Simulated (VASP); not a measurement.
# Y (Im-3m) in VASP: notebook

Runs on Y. Level: r2SCAN. Tasks: single point.

Program: VASP 6.6.1. These are calculated values, not measurements. Logs are shortened: lines on timing, memory, paths and dates and some standing lists are left out, and cuts for length are marked.

**1. The cell of the first run**

Symmetry: Im-3m, No. 229, cubic system. Conventional cell: a = 4.072 Å, b = 4.072 Å, c = 4.072 Å, α = 90.00°, β = 90.00°, γ = 90.00°. Y (site symmetry m-3m) has 14 Y at 3.53 to 4.07 Å within 4.6 Å.

This isn't the form of Y at room conditions, which is hcp.

**2. Single point, r2SCAN, collinear spin**

POSCAR

```
Y
1.0
   -2.0359161491      2.0359161491      2.0359161491
    2.0359161491     -2.0359161491      2.0359161491
    2.0359161491      2.0359161491     -2.0359161491
Y
1
Direct
    0.0000000000      0.0000000000      0.0000000000
```

INCAR.step1

```
PREC = Accurate
ENCUT = 520
ISMEAR = -1
SIGMA = 0.05
LREAL = F
LASPH = T
NELM = 150
ISPIN = 2
MAGMOM = 0.25
LMAXMIX = 4
NBANDS = 16
GGA = PE
ALGO = Normal
EDIFF = 1E-4
LWAVE = T
LCHARG = F
```

INCAR.step2

```
PREC = Accurate
ENCUT = 520
EDIFF = 1E-6
ISMEAR = -1
SIGMA = 0.05
LREAL = F
LASPH = T
NELM = 150
ALGO = Normal
ISIF = 2
LWAVE = F
LCHARG = T
ISPIN = 2
MAGMOM = 0.25
LORBIT = 11
LMAXMIX = 4
METAGGA = R2SCAN
LMIXTAU = T
LELF = T
LVHAR = T
NBANDS = 16
ISTART = 1
```

KPOINTS

```
regular mesh
0
Gamma
  18 18 18
```

Potentials or basis: VASP PAW PBE potentials, release 64 (Y_sv).

Run with:

```sh
$ cat potpaw_PBE.64/Y_sv/POTCAR > POTCAR
$ cp INCAR.step1 INCAR
$ mpirun -np 1 vasp_std > vasp.out
$ cp INCAR.step2 INCAR
$ mpirun -np 1 vasp_std > vasp.out
```

OUTCAR:

```text
PREC = Accurate
   ENCUT = 520
   EDIFF = 1E-6
   ISMEAR = -1
   LREAL = F
   LASPH = T
   NELM = 150
   ISIF = 2
   ISPIN = 2
   LORBIT = 11
   METAGGA = R2SCAN
   ISTART = 1

 ion  position               nearest neighbor table
   1  0.000  0.000  0.000-

  LATTYP: Found a body centered cubic cell.
 ALAT       =     4.0718322982

  Lattice vectors:

 A1 = (  -2.0359161491,   2.0359161491,   2.0359161491)
 A2 = (   2.0359161491,  -2.0359161491,   2.0359161491)
 A3 = (   2.0359161491,   2.0359161491,  -2.0359161491)

Analysis of symmetry for initial positions (statically):
=====================================================================
 Subroutine PRICEL returns:
 Original cell was already a primitive cell.

 Routine SETGRP: Setting up the symmetry group for a
 body centered cubic supercell.

 Subroutine GETGRP returns: Found 48 space group operations
 (whereof 48 operations were pure point group operations)
 out of a pool of 48 trial point group operations.

The static configuration has the point symmetry O_h .

Analysis of symmetry for dynamics (positions and initial velocities):
=====================================================================
 Subroutine PRICEL returns:
 Original cell was already a primitive cell.

 Routine SETGRP: Setting up the symmetry group for a
 body centered cubic supercell.

 Subroutine GETGRP returns: Found 48 space group operations
 (whereof 48 operations were pure point group operations)
 out of a pool of 48 trial point group operations.

The dynamic configuration has the point symmetry O_h .

Analysis of structural, dynamic, and magnetic symmetry:
=====================================================================
 Subroutine PRICEL returns:
 Original cell was already a primitive cell.

 Routine SETGRP: Setting up the symmetry group for a
 body centered cubic supercell.

 Subroutine GETGRP returns: Found 48 space group operations
 (whereof 48 operations were pure point group operations)
 out of a pool of 48 trial point group operations.

The overall configuration has the point symmetry O_h .

 Subroutine INISYM returns: Found 48 space group operations
 (whereof 48 operations are pure point group operations),
 and found     1 'primitive' translations

----------------------------------------------------------------------------------------

                                     Primitive cell

  volume of cell :      33.7551

  direct lattice vectors                    reciprocal lattice vectors
    -2.035916149  2.035916149  2.035916149     0.000000000  0.245589682  0.245589682
     2.035916149 -2.035916149  2.035916149     0.245589682  0.000000000  0.245589682
     2.035916149  2.035916149 -2.035916149     0.245589682  0.245589682  0.000000000

  length of vectors
     3.526310210  3.526310210  3.526310210     0.347316259  0.347316259  0.347316259

  position of ions in fractional coordinates (direct lattice)
     0.000000000  0.000000000  0.000000000

  ion indices of the primitive-cell ions
   primitive index   ion index
                 1           1

----------------------------------------------------------------------------------------

 KPOINTS: regular mesh

Automatic generation of k-mesh.
 Grid dimensions read from file:
 generate k-points for:   18   18   18

 Generating k-lattice:

  Cartesian coordinates                     Fractional coordinates (reciprocal lattice)
     0.000000000  0.013643871  0.013643871     0.055555556  0.000000000  0.000000000
     0.013643871  0.000000000  0.013643871     0.000000000  0.055555556  0.000000000
     0.013643871  0.013643871  0.000000000     0.000000000  0.000000000  0.055555556

  Length of vectors
     0.019295348  0.019295348  0.019295348

  Shift w.r.t. Gamma in fractional coordinates (k-lattice)
     0.000000000  0.000000000  0.000000000

 Subroutine IBZKPT returns following result:
 ===========================================

 Found    195 irreducible k-points:

 Following reciprocal coordinates:
            Coordinates               Weight
  0.000000  0.000000  0.000000      1.000000
  0.055556  0.000000  0.000000     12.000000
  0.111111  0.000000  0.000000     12.000000
  0.166667  0.000000  0.000000     12.000000
  0.222222  0.000000  0.000000     12.000000
  0.277778  0.000000  0.000000     12.000000
[... 16 lines left out ...]
  0.333333  0.111111 -0.000000     48.000000
  0.388889  0.111111  0.000000     48.000000
 [... further k-points ...]
   k-points           NKPTS =    195   k-points in BZ     NKDIM =    195   number of bands    NBANDS=     16
   number of dos      NEDOS =    301   number of ions     NIONS =      1
   total plane-waves  NPLWV =  21952
   dimension x,y,z NGX =    28 NGY =   28 NGZ =   28
   dimension x,y,z NGXF=    56 NGYF=   56 NGZF=   56
   ions per type =               1
   NGX,Y,Z   is equivalent  to a cutoff of  13.20, 13.20, 13.20 a.u.
   NGXF,Y,Z  is equivalent  to a cutoff of  26.40, 26.40, 26.40 a.u.
 SYSTEM =  unknown system
   PREC   = accura    normal or accurate (medium, high low for compatibility)
   ISTART =      1    job   : 0-new  1-cont  2-samecut
   ICHARG =      0    charge: 1-file 2-atom 10-const
   ISPIN  =      2    spin polarized calculation?
   LNONCOLLINEAR =      F non collinear calculations
   LSORBIT =      F    spin-orbit coupling
   LASPH  =      T    aspherical Exc in radial PAW
   ENCUT  =  520.0 eV  38.22 Ry    6.18 a.u.   6.56  6.56  6.56*2*pi/ulx,y,z
   NELM   =    150;   NELMIN=  2; NELMDL=  0     # of ELM steps
   EDIFF  = 0.1E-05   stopping-criterion for ELM
   LREAL  =      F    real-space projection
   EDIFFG = 0.1E-04   stopping-criterion for IOM
   NSW    =      0    number of steps for IOM
   IBRION =     -1    ionic relax: 0-MD 1-quasi-New 2-CG
   NFREE  =      0    steps in history (QN), initial steepest desc. (CG)
   ISIF   =      2    stress and relaxation
   ISYM   =      2    0-nonsym 1-usesym 2-fastsym
   POTIM  = 0.5000    time-step for ionic-motion
   TEBEG  =    0.0;   TEEND  =   0.0 temperature during run
   PSTRESS=    0.0 pullay stress
   NELECT =      11.0000    total number of electrons
   NUPDOWN=      -1.0000    fix difference up-down
   EMIN   =  10.00;   EMAX   =-10.00  energy-range for DOS
   EFERMI =   0.00;   METHOD = LEGACY
   ISMEAR =    -1;   SIGMA  =   0.05  broadening in eV -4-tet -1-fermi 0-gaus
   EFERMI_NEDOS =   21; number of points for ismear=-14 and -15
   IALGO  =     38    algorithm
   IMIX   =      4    mixing-type and parameters
     AMIX     =   0.40;   BMIX     =  1.00
     AMIX_MAG =   1.60;   BMIX_MAG =  1.00
  volume/ion in A,a.u.               =      33.76       227.79
  Fermi-wavevector in a.u.,A,eV,Ry     =   1.126573  2.128913 17.268049  1.269166
  Thomas-Fermi vector in A             =   2.263255
   LORBIT       =     11    0 simple, 1 ext, 2 COOP (PROOUT), +10 PAW based schemes
   METAGGA = R2SCAN    functional components
   LHFCALC =     F    Hartree Fock is set to
   AEXX    =    0.0000 exact exchange contribution
   IVDW    =     0    specifies the selected vdW correction
   LEPSILON=     F    determine dielectric tensor
   LRPA    =     F    only Hartree local field effects (RPA)
 spin polarized calculation
  energy-cutoff  :      520.00
  volume of cell :       33.76
 maximum number of plane-waves:       941
 NGX is ok and might be reduce to    28
   NGX = 13   NGY = 13   NGZ = 13

 number of electron      10.9999999 magnetization       0.0979425

 number of electron      10.9999999 magnetization      -0.0032177

 Free energy of the ion-electron system (eV)
  ---------------------------------------------------
  ext. energy  EPLUGINS =         0.00000000
  ---------------------------------------------------
  free energy    TOTEN  =       -20.18216538 eV

  energy without entropy =      -20.16260030  energy(sigma->0) =      -20.17238284

 E-fermi :   3.0617     XC(G=0):  -9.9472

 val. band max:        3.0599081453   @ k =   0.3333   0.1667   0.1111
 cond. band min:       3.0688882796   @ k =   0.2778   0.2222   0.1111
 fundamental gap:      0.0089801343
 Fermi energy:         3.0616686992

 spin component 1

 k-point     1 :       0.0000    0.0000    0.0000
  band No.  band energies     occupation
      1     -41.4108      1.00000
      2     -20.4623      1.00000
      3     -20.4623      1.00000
      4     -20.4623      1.00000
      5      -1.9417      1.00000
      6       5.0070      0.00000
[... 8 lines left out ...]
     15      20.8565      0.00000
     16      21.7400      0.00000

 k-point     2 :       0.0556    0.0000    0.0000
  band No.  band energies     occupation
      1     -41.4089      1.00000
      2     -20.4787      1.00000
      3     -20.4673      1.00000
      4     -20.4624      1.00000
      5      -1.8605      1.00000
      6       4.9429      0.00000
[... 8 lines left out ...]
     15      20.3004      0.00000
     16      21.5925      0.00000

 k-point     3 :       0.1111    0.0000    0.0000
  band No.  band energies     occupation
      1     -41.4034      1.00000
      2     -20.5258      1.00000
      3     -20.4817      1.00000
      4     -20.4627      1.00000
      5      -1.6223      1.00000
      6       4.7675      0.00000
[... 8 lines left out ...]
     15      19.2890      0.00000
     16      21.1081      0.00000
[... 362 lines left out ...]
 k-point    23 :       0.3333    0.1111   -0.0000
  band No.  band energies     occupation
      1     -41.3522      1.00000
      2     -20.9105      1.00000
      3     -20.6216      1.00000
      4     -20.4871      1.00000
      5       0.9726      1.00000
      6       3.2944      0.00943
[... 8 lines left out ...]
     15      19.5041      0.00000
     16      20.6144      0.00000

 k-point    24 :       0.3889    0.1111    0.0000
  band No.  band energies     occupation
      1     -41.3469      1.00000
      2     -20.9466      1.00000
      3     -20.6388      1.00000
      4     -20.4878      1.00000
      5       1.2302      1.00000
      6       3.3273      0.00491
[... 8 lines left out ...]
     15      19.4650      0.00000
     16      20.8733      0.00000

 [... further k-points ...]

 spin component 2

 k-point     1 :       0.0000    0.0000    0.0000
  band No.  band energies     occupation
      1     -41.4121      1.00000
      2     -20.4634      1.00000
      3     -20.4634      1.00000
      4     -20.4634      1.00000
      5      -1.9455      1.00000
      6       5.0045      0.00000
[... 8 lines left out ...]
     15      20.8549      0.00000
     16      21.7379      0.00000

 k-point     2 :       0.0556    0.0000    0.0000
  band No.  band energies     occupation
      1     -41.4101      1.00000
      2     -20.4799      1.00000
      3     -20.4684      1.00000
      4     -20.4635      1.00000
      5      -1.8643      1.00000
      6       4.9404      0.00000
[... 8 lines left out ...]
     15      20.2986      0.00000
     16      21.5903      0.00000

 k-point     3 :       0.1111    0.0000    0.0000
  band No.  band energies     occupation
      1     -41.4046      1.00000
      2     -20.5270      1.00000
      3     -20.4828      1.00000
      4     -20.4638      1.00000
      5      -1.6261      1.00000
      6       4.7649      0.00000
[... 8 lines left out ...]
     15      19.2869      0.00000
     16      21.1059      0.00000
[... 362 lines left out ...]
 k-point    23 :       0.3333    0.1111   -0.0000
  band No.  band energies     occupation
      1     -41.3534      1.00000
      2     -20.9118      1.00000
      3     -20.6227      1.00000
      4     -20.4883      1.00000
      5       0.9693      1.00000
      6       3.2916      0.00997
[... 8 lines left out ...]
     15      19.5019      0.00000
     16      20.6123      0.00000

 k-point    24 :       0.3889    0.1111    0.0000
  band No.  band energies     occupation
      1     -41.3482      1.00000
      2     -20.9479      1.00000
      3     -20.6400      1.00000
      4     -20.4889      1.00000
      5       1.2270      1.00000
      6       3.3243      0.00521
[... 8 lines left out ...]
     15      19.4629      0.00000
     16      20.8713      0.00000

 [... further k-points ...]

------------------------ aborting loop because EDIFF is reached ----------------------------------------

  FORCE on cell =-STRESS in cart. coord.  units (eV):
  Direction    XX          YY          ZZ          XY          YZ          ZX
  --------------------------------------------------------------------------------------
  -------------------------------------------------------------------------------------
  Total       -0.0283258     -0.0283258     -0.0283258      0.0000000      0.0000000     -0.0000000
  in kB       -1.3444755     -1.3444755     -1.3444755      0.0000000      0.0000000     -0.0000000
  external PRESSURE =      -1.3444755 kB  Pullay stress =       0.0000000 kB

 VOLUME and BASIS-vectors are now :
 -----------------------------------------------------------------------------
  energy-cutoff  :      520.00
  volume of cell :       33.76
      direct lattice vectors                 reciprocal lattice vectors
    -2.035916149  2.035916149  2.035916149     0.000000000  0.245589682  0.245589682
     2.035916149 -2.035916149  2.035916149     0.245589682  0.000000000  0.245589682
     2.035916149  2.035916149 -2.035916149     0.245589682  0.245589682  0.000000000

 POSITION                                       TOTAL-FORCE (eV/Angst)
 -----------------------------------------------------------------------------------
      0.00000      0.00000      0.00000         0.000000      0.000000      0.000000
 -----------------------------------------------------------------------------------
    total drift:                               -0.000000     -0.000000     -0.000000

  FREE ENERGIE OF THE ION-ELECTRON SYSTEM (eV)
  ---------------------------------------------------
  free  energy   TOTEN  =       -20.1821653797 eV

  energy  without entropy=      -20.1626003022  energy(sigma->0) =      -20.17238284

 total charge

# of ion       s       p       d       f       tot
--------------------------------------------------
    1        2.257   6.270   0.834   0.007   9.368

 magnetization (x)

# of ion       s       p       d       f       tot
--------------------------------------------------
    1       -0.000  -0.001  -0.001  -0.000  -0.002
```

Run time: 29 min. Hardware: 1 thread of Intel Xeon 8259CL, shared host; peak memory 0.33 GiB.

Results:

```
Free energy                                           : -20.1822 eV
Pressure                                              : -0.1 GPa
Net moment                                            : 0.00 μB per cell
Valence electrons inside the program's atomic spheres : Y 9.37
```

Levels at points of the mesh, in eV from the Fermi level:
Spin up:
```tsv
k point	band 3	band 4	band 5	band 6	band 7	band 8
(0.00, 0.00, 0.00)	-23.52	-23.52	-5.00	1.95	1.95	1.95
(0.50, 0.00, 0.00)	-23.69	-23.53	-1.99	0.38	0.50	3.73
(0.50, 0.50, 0.50)	-23.88	-23.88	-1.52	-1.52	5.48	5.48
```
Spin down:
| k point | band 3 | band 4 | band 5 | band 6 | band 7 | band 8 |
| --- | --- | --- | --- | --- | --- | --- |
| (0.00, 0.00, 0.00) | -23.53 | -23.53 | -5.01 | 1.94 | 1.94 | 1.94 |
| (0.50, 0.00, 0.00) | -23.69 | -23.53 | -1.99 | 0.37 | 0.50 | 3.73 |
| (0.50, 0.50, 0.50) | -23.88 | -23.88 | -1.52 | -1.52 | 5.48 | 5.48 |

Caveat: the PAW data sets were made with another functional, which shifts forces and pressure a little.

(Part 1 of 2 ends here.)
